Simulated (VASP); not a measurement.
# Pd: single point with PBEsol-based global hybrid with 25 % exact exchange

Pd:

```
Pd
1.0
    -1.57228    1.57228    1.57228
     1.57228   -1.57228    1.57228
     1.57228    1.57228   -1.57228
Pd
1
Direct
  0.00000 0.00000 0.00000
```

This isn't the form of Pd at room conditions, which is fcc.

| Item | Value |
| --- | --- |
| Program | VASP 6.6.1 |
| Task | single point |
| Functional | PBEsol-based global hybrid with 25 % exact exchange |
| Potentials or basis | VASP PAW PBE potentials, release 64 (Pd_sv_GW) |
| Cutoff | 470 eV |
| k mesh | 6 × 6 × 6 |
| Occupations | fermi-dirac, width 0.05 eV |
| Spin | no spin polarisation |

- Pressure: -16.8 GPa
- Band gap on the k mesh: zero (bands 9 and 10 overlap by 2.86 eV)

Levels at points of the mesh, in eV from the Fermi level:
| k point | band 6 | band 7 | band 8 | band 9 | band 10 | band 11 | band 12 | band 13 |
| --- | --- | --- | --- | --- | --- | --- | --- | --- |
| (0.00, 0.00, 0.00) | -3.64 | -3.64 | -3.64 | -1.84 | -1.84 | 20.93 | 20.93 | 20.93 |
| (0.50, 0.00, 0.00) | -4.84 | -1.81 | -1.50 | 1.02 | 2.49 | 9.35 | 16.74 | 19.40 |
| (0.50, 0.50, 0.50) | -6.07 | 0.66 | 0.66 | 0.66 | 10.75 | 10.75 | 10.75 | 19.12 |

Wall time 15 min on 1 thread of Intel(R) Xeon(R) 6975P-C (Granite Rapids) (shared host), peak memory 0.14 GiB.

Caveat: the k points lie up to 0.47 Å⁻¹ apart, too coarse for converged energies and pressures of a metal; the PAW data sets were made with another functional, which shifts forces and pressure a little.
